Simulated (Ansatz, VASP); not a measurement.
One calculation of Cs, two programs

Contents of INCAR:

```
PREC     = Accurate       # precision mode
ENCUT    = 520            # plane-wave cutoff, eV
EDIFF    = 1E-6           # SCF threshold, eV
ISMEAR   = 0              # smearing method
SIGMA    = 0.15           # smearing width, eV
LREAL    = False          # projectors in reciprocal space
LASPH    = True           # aspherical terms in the spheres
NELM     = 60             # most SCF steps
ALGO     = Normal         # electronic algorithm
ISIF     = 2              # what is computed and relaxed
LWAVE    = False          # write WAVECAR
LCHARG   = True           # write CHGCAR
GGA      = PS             # functional
LELF     = True           # ELF
LVHAR    = True         
NBANDS   = 10             # bands
```

File KPOINTS:

```
Automatic mesh
0
Gamma
  10 10 10
```

The input POSCAR:

```
Cs
1.0
    0.0000000000      3.9483357400      3.7904023104
    3.9483357400      0.0000000000      3.7904023104
    3.9483357400      3.9483357400      0.0000000000
Cs
1
Direct
    0.0000000000      0.0000000000      0.0000000000
```

Input for Ansatz:

```yaml
crystal:
  lattice:
    - [0.0, 3.94833574, 3.7904023104]
    - [3.94833574, 0.0, 3.7904023104]
    - [3.94833574, 3.94833574, 0.0]
  atoms:
    - { symbol: Cs, position: [0.0, 0.0, 0.0] }
basis:
  ecutwfc: 420
kpoints:
  mp_grid: { grid: [10, 10, 10] }
hamiltonian:
  xc: pbesol
scf:
  occupations: { method: gaussian, width: 0.15 }
output:
  forces: true
  stress: true
  eigenvalues: true
```

Change from the starting cell: strain +0.000 along x and y, -0.040 along z, atoms carried along.

Alike in both runs: task single point; functional PBEsol; k mesh 10 × 10 × 10; occupations gaussian, width 0.15 eV; no spin polarisation.

|  | VASP | Ansatz |
| --- | --- | --- |
| version | VASP 6.6.1 | Ansatz 0.2.0 |
| potentials or method | VASP PAW PBE potentials, release 64 (Cs_sv), cutoff 520 eV | scalar-relativistic, plane waves, PAW |
| valence electrons in the cell | 9 | 9 |

```csv
,VASP,Ansatz,Ansatz less VASP
gap on the k mesh at the Fermi level (eV),none,none,-
pressure (GPa),-0.2,-0.1,+0.01
```

VASP's potentials were made for PBE, not for PBEsol. A gap of «none» marks a metal or a gap that the smearing closes.

Neither program's run includes spin-orbit coupling.
